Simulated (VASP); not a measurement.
# NbAs in VASP: a series of runs, part 2 of 2

VASP 6.6.1. Earlier steps stand in the parts before.

## (3) Single point, r2SCAN

This run uses another cell than the first one, of 17.81 Å³/atom, 0.916 times its volume.

POSCAR

```
NbAs
1.0
    0.0000000000      2.6293547051      2.6293547051
    2.5767676110      0.0000000000      2.6293547051
    2.5767676110      2.6293547051      0.0000000000
Nb As
1 1
Direct
    0.5000000000      0.5000000000      0.5000000000
    0.0000000000      0.0000000000      0.0000000000
```

INCAR.step1

```
  ALGO = Normal
  EDIFF = 1E-4
  ENCUT = 520
  GGA = PE
  ISMEAR = 0
  LASPH = True
  LCHARG = False
  LREAL = False
  LWAVE = True
  NBANDS = 16
  NELM = 60
  PREC = Accurate
  SIGMA = 0.05
```

INCAR.step2

```
  ALGO = Normal
  EDIFF = 1E-7
  ENCUT = 520
  ISIF = 2
  ISMEAR = 0
  ISTART = 1
  LASPH = True
  LCHARG = False
  LMIXTAU = True
  LREAL = False
  LWAVE = False
  METAGGA = R2SCAN
  NBANDS = 16
  NELM = 60
  PREC = Accurate
  SIGMA = 0.05
```

KPOINTS

```
k-points
0
Gamma
  12 12 12
```

Potentials or basis: VASP PAW PBE potentials, release 64 (Nb_sv, As).

Launch:

```console
> cat potpaw_PBE.64/Nb_sv/POTCAR potpaw_PBE.64/As/POTCAR > POTCAR
> cp INCAR.step1 INCAR
> mpirun -np 1 vasp_std > vasp.out
> cp INCAR.step2 INCAR
> mpirun -np 1 vasp_std > vasp.out
```

OUTCAR:

```text
EDIFF = 1E-7
   ENCUT = 520
   ISIF = 2
   ISMEAR = 0
   ISTART = 1
   LASPH = True
   LREAL = False
   METAGGA = R2SCAN
   NELM = 60
   PREC = Accurate

 ion  position               nearest neighbor table
   1  0.500  0.500  0.500-   2 2.58   2 2.58   2 2.63   2 2.63   2 2.63   2 2.63
   2  0.000  0.000  0.000-   1 2.58   1 2.58   1 2.63   1 2.63   1 2.63   1 2.63

  LATTYP: Found a body centered tetragonal cell.
 ALAT       =     3.7184690842
 C/A-ratio  =     1.3859292911

  Lattice vectors:

 A1 = (  -2.5767676110,   0.0000000000,  -2.6293547051)
 A2 = (  -2.5767676110,   0.0000000000,   2.6293547051)
 A3 = (   2.5767676110,   2.6293547051,   0.0000000000)

Analysis of symmetry for initial positions (statically):
=====================================================================
 Subroutine PRICEL returns:
 Original cell was already a primitive cell.

 Routine SETGRP: Setting up the symmetry group for a
 body centered tetragonal supercell.

 Subroutine GETGRP returns: Found 16 space group operations
 (whereof 16 operations were pure point group operations)
 out of a pool of 16 trial point group operations.

The static configuration has the point symmetry D_4h.

Analysis of symmetry for dynamics (positions and initial velocities):
=====================================================================
 Subroutine PRICEL returns:
 Original cell was already a primitive cell.

 Routine SETGRP: Setting up the symmetry group for a
 body centered tetragonal supercell.

 Subroutine GETGRP returns: Found 16 space group operations
 (whereof 16 operations were pure point group operations)
 out of a pool of 16 trial point group operations.

The dynamic configuration has the point symmetry D_4h.

 Subroutine INISYM returns: Found 16 space group operations
 (whereof 16 operations are pure point group operations),
 and found     1 'primitive' translations

[... 114 lines left out ...]
     AMIX_MAG =   1.60;   BMIX_MAG =  1.00
  volume/ion in A,a.u.               =      17.81       120.22
  Fermi-wavevector in a.u.,A,eV,Ry     =   1.303861  2.463939 23.130615  1.700052
  Thomas-Fermi vector in A             =   2.434835
   LORBIT       =      0    0 simple, 1 ext, 2 COOP (PROOUT), +10 PAW based schemes
   METAGGA = R2SCAN    functional components
   LHFCALC =     F    Hartree Fock is set to
   AEXX    =    0.0000 exact exchange contribution
   IVDW    =     0    specifies the selected vdW correction
   LEPSILON=     F    determine dielectric tensor
   LRPA    =     F    only Hartree local field effects (RPA)
 non-spin polarized calculation
 Gauss-broadening in eV      SIGMA  =   0.05
  energy-cutoff  :      520.00
  volume of cell :       35.63
 maximum number of plane-waves:       982
   NGX = 13   NGY = 13   NGZ = 13

 number of electron      18.0000000 magnetization

 Free energy of the ion-electron system (eV)
  ---------------------------------------------------
  ext. energy  EPLUGINS =         0.00000000
  ---------------------------------------------------
  free energy    TOTEN  =       -40.20308830 eV

  energy without entropy =      -40.20099311  energy(sigma->0) =      -40.20204071

 E-fermi :  10.1192     XC(G=0): -12.4292

 val. band max:       10.0965573099   @ k =   0.0000   0.4167   0.4167
 cond. band min:      10.1197725144   @ k =   0.3333   0.1667   0.1667
 fundamental gap:      0.0232152045
 Fermi energy:        10.1192017627

 k-point     1 :       0.0000    0.0000    0.0000
  band No.  band energies     occupation
      1     -47.5594      2.00000
      2     -22.9084      2.00000
      3     -22.8868      2.00000
      4     -22.8868      2.00000
      5      -4.2102      2.00000
      6       8.4578      2.00000
[... 433 lines left out ...]
      3     -22.9446      2.00000
      4     -22.9168      2.00000
      5      -1.8962      2.00000
      6       3.1887      2.00000
[... 8 lines left out ...]
     15      18.9655      0.00000
     16      19.7445      0.00000

 [... further k-points ...]

------------------------ aborting loop because EDIFF is reached ----------------------------------------

  FORCE on cell =-STRESS in cart. coord.  units (eV):
  Direction    XX          YY          ZZ          XY          YZ          ZX
  --------------------------------------------------------------------------------------
  -------------------------------------------------------------------------------------
  Total        1.6806644      0.2672083      0.2672083      0.0000000      0.0000000      0.0000000
  in kB       75.5767118     12.0159152     12.0159152      0.0000000      0.0000000      0.0000000
  external PRESSURE =      33.2028474 kB  Pullay stress =       0.0000000 kB

 VOLUME and BASIS-vectors are now :
 -----------------------------------------------------------------------------
  energy-cutoff  :      520.00
  volume of cell :       35.63
      direct lattice vectors                 reciprocal lattice vectors
     0.000000000  2.629354705  2.629354705    -0.194041557  0.190160726  0.190160726
     2.576767611  0.000000000  2.629354705     0.194041557 -0.190160726  0.190160726
     2.576767611  2.629354705  0.000000000     0.194041557  0.190160726 -0.190160726

 POSITION                                       TOTAL-FORCE (eV/Angst)
 -----------------------------------------------------------------------------------
      2.57677      2.62935      2.62935         0.000000      0.000000      0.000000
      0.00000      0.00000      0.00000        -0.000000      0.000000     -0.000000
 -----------------------------------------------------------------------------------
    total drift:                                0.000000      0.000000      0.000000

  FREE ENERGIE OF THE ION-ELECTRON SYSTEM (eV)
  ---------------------------------------------------
  free  energy   TOTEN  =       -40.2030882981 eV

  energy  without entropy=      -40.2009931130  energy(sigma->0) =      -40.20204071
```

OSZICAR.step1:

```text
N       E                     dE             d eps       ncg     rms          rms(c)
DAV:   1     0.142127791857E+03    0.14213E+03   -0.97659E+03  5232   0.111E+03
DAV:   2    -0.726246955507E+01   -0.14939E+03   -0.14420E+03  6496   0.366E+02
DAV:   3    -0.162247233964E+02   -0.89623E+01   -0.88034E+01  9744   0.670E+01
DAV:   4    -0.163709159054E+02   -0.14619E+00   -0.14488E+00  5944   0.783E+00
DAV:   5    -0.163742081770E+02   -0.32923E-02   -0.32912E-02  8296   0.121E+00    0.749E+00
DAV:   6    -0.153464241570E+02    0.10278E+01   -0.31754E+00  8288   0.149E+01    0.214E+00
DAV:   7    -0.153436099189E+02    0.28142E-02   -0.10002E-01  6288   0.285E+00    0.133E+00
DAV:   8    -0.153406199669E+02    0.29900E-02   -0.15163E-02  7696   0.901E-01    0.247E-01
DAV:   9    -0.153406178646E+02    0.21023E-05   -0.16713E-03  7072   0.248E-01    0.105E-01
DAV:  10    -0.153406711628E+02   -0.53298E-04   -0.14646E-04  4496   0.131E-01
   1 F= -.15340671E+02 E0= -.15339411E+02  d E =-.251939E-02
```

It took 3.6 min on 1 thread of Intel Xeon 6975P-C (Granite Rapids), shared host; peak memory 0.24 GiB.

Results:

```yaml
Free_energy: -40.2031 eV
Pressure: 3.3 GPa
Band_gap_on_the_k_mesh: zero (band 9 reaches 10.80 eV, above the bottom of band 10 at 8.79 eV)
```

Caveat: the PAW data sets were made with another functional, which shifts forces and pressure a little.

## (4) Single point, r2SCAN (atom 1 (Nb) moved 0.08 Å along z)

POSCAR

```
NbAs
1.0
    0.0000000000      2.6293547051      2.6293547051
    2.6293547051      0.0000000000      2.6293547051
    2.6293547051      2.6293547051      0.0000000000
Nb As
1 1
Direct
    0.5152128581      0.5152128581      0.4847871419
    0.0000000000      0.0000000000      0.0000000000
```

INCAR.step1

```
  PREC = Accurate
  ENCUT = 520
  ISMEAR = 0
  SIGMA = 0.05
  LREAL = F
  LASPH = T
  NELM = 100
  NBANDS = 16
  GGA = PE
  ALGO = Normal
  EDIFF = 1E-4
  LWAVE = T
  LCHARG = F
```

INCAR.step2

```
  PREC = Accurate
  ENCUT = 520
  EDIFF = 1E-6
  ISMEAR = 0
  SIGMA = 0.05
  LREAL = F
  LASPH = T
  NELM = 100
  ALGO = Normal
  ISIF = 2
  LWAVE = F
  LCHARG = F
  METAGGA = R2SCAN
  LMIXTAU = T
  NBANDS = 16
  ISTART = 1
```

KPOINTS

```
Automatic mesh
0
Gamma
  12 12 12
```

Potentials or basis: VASP PAW PBE potentials, release 64 (Nb_sv, As).

Launch:

```console
> cat potpaw_PBE.64/Nb_sv/POTCAR potpaw_PBE.64/As/POTCAR > POTCAR
> cp INCAR.step1 INCAR
> mpirun -np 1 vasp_std > vasp.out
> cp INCAR.step2 INCAR
> mpirun -np 1 vasp_std > vasp.out
```

OUTCAR:

```text
PREC = Accurate
   ENCUT = 520
   EDIFF = 1E-6
   ISMEAR = 0
   LREAL = F
   LASPH = T
   NELM = 100
   ISIF = 2
   METAGGA = R2SCAN
   ISTART = 1

 ion  position               nearest neighbor table
   1  0.515  0.515  0.485-   2 2.55   2 2.63   2 2.63   2 2.63   2 2.63   2 2.71
   2  0.000  0.000  0.000-   1 2.55   1 2.63   1 2.63   1 2.63   1 2.63   1 2.71

  LATTYP: Found a face centered cubic cell.
 ALAT       =     5.2587094102

  Lattice vectors:
[... 191 lines left out ...]
      4     -23.1865      2.00000
      5      -4.3410      2.00000
      6       8.2033      2.00000
[... 433 lines left out ...]
      3     -23.2114      2.00000
      4     -23.1913      2.00000
      5      -3.1516      2.00000
      6       4.5651      2.00000
[... 8 lines left out ...]
     15      19.1285      0.00000
     16      19.9403      0.00000

 [... further k-points ...]
[... 5 lines left out ...]
  --------------------------------------------------------------------------------------
  -------------------------------------------------------------------------------------
  Total       -0.0397326     -0.0397326      0.3591132      0.0000000      0.0000000      0.0000000
  in kB       -1.7509750     -1.7509750     15.8257530      0.0000000      0.0000000      0.0000000
  external PRESSURE =       4.1079343 kB  Pullay stress =       0.0000000 kB

 VOLUME and BASIS-vectors are now :
 -----------------------------------------------------------------------------
  energy-cutoff  :      520.00
  volume of cell :       36.36
      direct lattice vectors                 reciprocal lattice vectors
     0.000000000  2.629354705  2.629354705    -0.190160726  0.190160726  0.190160726
     2.629354705  0.000000000  2.629354705     0.190160726 -0.190160726  0.190160726
     2.629354705  2.629354705  0.000000000     0.190160726  0.190160726 -0.190160726

 POSITION                                       TOTAL-FORCE (eV/Angst)
 -----------------------------------------------------------------------------------
      2.62935      2.62935      2.70935         0.000000      0.000000     -0.524184
      0.00000      0.00000      0.00000         0.000000      0.000000      0.524184
 -----------------------------------------------------------------------------------
    total drift:                                0.000000      0.000000      0.000234

  FREE ENERGIE OF THE ION-ELECTRON SYSTEM (eV)
  ---------------------------------------------------
  free  energy   TOTEN  =       -40.1988299008 eV

  energy  without entropy=      -40.1956356980  energy(sigma->0) =      -40.19723280
```

OUTCAR.step1:

```text
PREC = Accurate
   ENCUT = 520
   ISMEAR = 0
   LREAL = F
   LASPH = T
[... 676 lines left out ...]
 -----------------------------------------------------------------------------------
      2.62935      2.62935      2.70935         0.000000      0.000000     -0.558849
      0.00000      0.00000      0.00000         0.000000      0.000000      0.558849
 -----------------------------------------------------------------------------------
    total drift:                                0.000000      0.000000     -0.000353

  FREE ENERGIE OF THE ION-ELECTRON SYSTEM (eV)
  ---------------------------------------------------
  free  energy   TOTEN  =       -15.3411952450 eV

  energy  without entropy=      -15.3378472120  energy(sigma->0) =      -15.33952123
```

It took 3 min on 1 thread of Intel Xeon 6975P-C (Granite Rapids), shared host; peak memory 0.24 GiB.

Results:

| Property | Result |
| --- | --- |
| Free energy | -40.1988 eV |
| Pressure | 0.4 GPa |
| Largest force | 0.524 eV/Å |
| Band gap on the k mesh | zero (band 9 reaches 10.52 eV, above the bottom of band 10 at 8.55 eV) |

Forces on the atoms (eV/Å):
```
Nb   0.000  0.000 -0.524
As   0.000  0.000  0.524
```

Levels at points of the mesh, in eV from the Fermi level:
```csv
k point,band 6,band 7,band 8,band 9,band 10,band 11,band 12,band 13
"(0.00, 0.00, 0.00)",-1.62,-1.62,-1.51,-1.25,-0.97,-0.19,-0.19,0.00
"(0.50, 0.00, 0.00)",-7.27,-4.69,-4.69,0.70,0.70,1.65,3.56,6.73
"(0.50, 0.50, 0.00)",-5.24,-3.29,-2.28,-2.28,0.03,1.40,1.40,2.62
"(0.00, 0.50, 0.50)",-5.25,-3.42,-2.31,-2.15,0.07,1.40,1.41,2.67
```

Caveat: the cell differs from its parent crystal (atom 1 (Nb) moved 0.08 Å along z); the PAW data sets were made with another functional, which shifts forces and pressure a little.

## (5) Summary

```csv
cell,gap on the mesh (eV),pressure (GPa)
"a = 3.803 Å, angles 60.0°, 2 atoms",none,-9.0
"a = 3.718, b = 3.681, c = 3.681 Å, angles 60.7, 59.7, 59.7°, 2 atoms",none,3.3
"a = 3.718 Å, angles 60.0°, 2 atoms",none,0.4
```

Alike in all rows: task single point; level r2SCAN; potentials or basis VASP PAW PBE potentials, release 64 (Nb_sv, As); no spin polarisation; k mesh 12 × 12 × 12; cutoff (eV) 520; smearing gaussian 0.05 eV.

Caveats: the PAW data sets were made with another functional, which shifts forces and pressure a little.

Total energies depend on the potentials used, so only differences within one code and one set of settings carry meaning.
